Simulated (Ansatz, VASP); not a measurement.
## H: VASP beside Ansatz

The input INCAR:

```
ALGO = Normal ; EDIFF = 1E-6
ENCUT = 500 ; GGA = PE
GGA_COMPAT = False ; ISIF = 2
ISMEAR = -1 ; LASPH = True
LCHARG = False ; LREAL = False
LWAVE = False ; NBANDS = 6
NELM = 120 ; PREC = Accurate
SIGMA = 0.06802846561497
```

The input KPOINTS:

```
k-points
0
Gamma
  8 8 22
```

POSCAR

```
H
1.0
    2.6496387389      0.0000000000      0.0000000000
    0.0000000000      2.6496387389      0.0000000000
    0.0000000000      0.0000000000      0.9804929200
H
1
Direct
    0.0000000000      0.0000000000      0.5000000000
```

Input for Ansatz:

```yaml
crystal:
  lattice:
    - [2.6496387389, 0.0, 0.0]
    - [0.0, 2.6496387389, 0.0]
    - [0.0, 0.0, 0.98049292]
  atoms:
    - { symbol: H, position: [0.0, 0.0, 0.5] }
basis:
  ecutwfc: 420
kpoints:
  mp_grid: { grid: [8, 8, 22] }
hamiltonian:
  xc: pbe
scf:
  occupations: { method: fermi_dirac, width: "0.005 Ry" }
output:
  forces: true
  stress: true
  eigenvalues: true
```

Alike in both runs: task single point; functional PBE; k mesh 8 × 8 × 22; no spin polarisation.

|  | VASP | Ansatz |
| --- | --- | --- |
| version | VASP 6.6.1 | Ansatz 0.2.0 |
| potentials or method | VASP PAW PBE potentials, release 64 (H), cutoff 500 eV | scalar-relativistic, plane waves, PAW |
| occupations | fermi-dirac, width 0.0680285 eV | fermi-dirac |
| valence electrons in the cell | 1 | 1 |

Ansatz gave:

* gap on the k mesh at the Fermi level (eV): none
* pressure (GPa): 1.8
* traceless stress, the component that is largest in VASP (GPa): -1.75

Question: Which values does VASP return?

Answer: gap on the k mesh at the Fermi level (eV): none; pressure (GPa): 1.4; traceless stress, the component that is largest in VASP (GPa): -1.71.

A gap of «none» marks a metal or a gap that the smearing closes.
